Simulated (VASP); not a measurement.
Here is a VASP 6.6.1 calculation.

INCAR

```
  ALGO = Normal
  EDIFF = 1E-6
  EDIFFG = -0.04
  ENCUT = 600
  GGA = PE
  IBRION = 2
  ISIF = 3
  ISMEAR = 0
  LASPH = True
  LCHARG = False
  LREAL = False
  LWAVE = False
  NELM = 60
  NSW = 90
  PREC = Accurate
  SIGMA = 0.1
```

The input KPOINTS:

```
k-points
0
Gamma
  4 4 4
```

File POSCAR:

```
Si2Se
1.0
    4.8739611500      0.0000000000      0.0000000000
    0.0000000000      4.8739611500      0.0000000000
    0.0000000000      0.0000000000      4.8739611500
Si Se
4 2
Direct
    0.7500000000      0.7500000000      0.7500000000
    0.2500000000      0.2500000000      0.7500000000
    0.2500000000      0.7500000000      0.2500000000
    0.7500000000      0.2500000000      0.2500000000
    0.0000000000      0.0000000000      0.0000000000
    0.5000000000      0.5000000000      0.5000000000
```

Potentials or basis: VASP PAW PBE potentials, release 64 (Si, Se).

Command:

```bash
$ cat potpaw_PBE.64/Si/POTCAR potpaw_PBE.64/Se/POTCAR > POTCAR
$ mpirun -np 1 vasp_std > vasp.out
```

Problem. Estimate the relaxed volume.

Solution. 30.25 Å³/atom.

Problem. What does it give for the band gap on the k mesh?

Solution. Zero (band 14 reaches 3.25 eV, above the bottom of band 15 at 2.04 eV).

Problem. Predict the space group after relaxing (to 0.05 Å).

Solution. Pn-3m (No. 224).

Problem. Predict the relaxed cell.

Solution. a = 5.662 Å, b = 5.662 Å, c = 5.662 Å, α = 90.00°, β = 90.00°, γ = 90.00°.

Final structure:
```yaml
crystal:
  lattice:
    - [5.66216, 0.00000, 0.00000]
    - [0.00000, 5.66216, 0.00000]
    - [0.00000, 0.00000, 5.66216]
  atoms:
    - { symbol: Si, position: [0.75000, 0.75000, 0.75000] }
    - { symbol: Si, position: [0.25000, 0.25000, 0.75000] }
    - { symbol: Si, position: [0.25000, 0.75000, 0.25000] }
    - { symbol: Si, position: [0.75000, 0.25000, 0.25000] }
    - { symbol: Se, position: [0.00000, 0.00000, 0.00000] }
    - { symbol: Se, position: [0.50000, 0.50000, 0.50000] }
```

Caveat: the volume moved by over 15 % at a fixed basis, so the end points are rough.
